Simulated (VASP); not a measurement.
Wanted: the native input for a VASP 6.6.1 run.

* Task: single point
* Functional: PBE
* Potentials or basis: VASP PAW PBE potentials, release 64 (Ba_sv, Ti_sv, O)
* Cutoff: 520 eV
* k mesh: 6 × 6 × 6
* Occupations: gaussian, width 0.05 eV
* Spin: no spin polarisation
* Hubbard terms: Ti d U = 4.0 eV
* Dipole correction: no
* Further INCAR settings: ALGO = Normal; EDIFF = 1e-07; NBANDS = 28

The structure of BaTiO3 lies in POSCAR:

```
BaTiO3
1.0
    2.8174665038      1.6266650444      2.2756719710
   -2.8174665038      1.6266650444      2.2756719710
    0.0000000000     -3.2533300889      2.2756719709
Ba Ti O
1 1 3
Direct
    0.0026800181      0.0026800181      0.0026800181
    0.5127992509      0.5127992509      0.5127992509
    0.4903227049      0.4903227049      0.9825753212
    0.4903227049      0.9825753212      0.4903227049
    0.9825753212      0.4903227049      0.4903227049
```

This cell differs from its parent crystal: strain -0.015 along x and y, -0.030 along z.

The input as run:

INCAR

```
SYSTEM = BaTiO3
PREC = Accurate
ENCUT = 520
EDIFF = 1E-7
ISMEAR = 0
SIGMA = 0.05
LREAL = .False.
LASPH = .True.
NELM = 150
ALGO = Normal
ISIF = 2
LWAVE = .False.
LCHARG = .True.
LMAXMIX = 4
LDAU = .True.
LDAUTYPE = 2
LDAUL = -1 2 -1
LDAUU = 0 4 0
LDAUJ = 0 0 0
LDAUPRINT = 1
GGA = PE
LELF = .True.
LVHAR = .True.
NBANDS = 28
```

KPOINTS

```
regular mesh
0
Gamma
  6 6 6
  0 0 0
```

Potentials or basis: VASP PAW PBE potentials, release 64 (Ba_sv, Ti_sv, O).

The run is started by

```bash
$ cat potpaw_PBE.64/Ba_sv/POTCAR potpaw_PBE.64/Ti_sv/POTCAR potpaw_PBE.64/O/POTCAR > POTCAR
$ mpirun -np 1 vasp_std > vasp.out
```

Results of the run:

```json
{
  "Pressure": "15.1 GPa",
  "Largest force": "1.271 eV/Å",
  "Band gap on the k mesh": "2.78 eV (least direct gap 3.18 eV)"
}
```

Caveat: the cell differs from its parent crystal (strain -0.015 along x and y, -0.030 along z); the cell stands under pressure; spin-orbit coupling is left out, which moves the levels of the heavy elements; forces of over 1 eV/Å act on the atoms, so gaps and moduli don't describe the material at rest.

It took 2.2 min on 1 thread of Intel Xeon 8259CL, with other jobs on the host, peak memory 0.21 GiB.
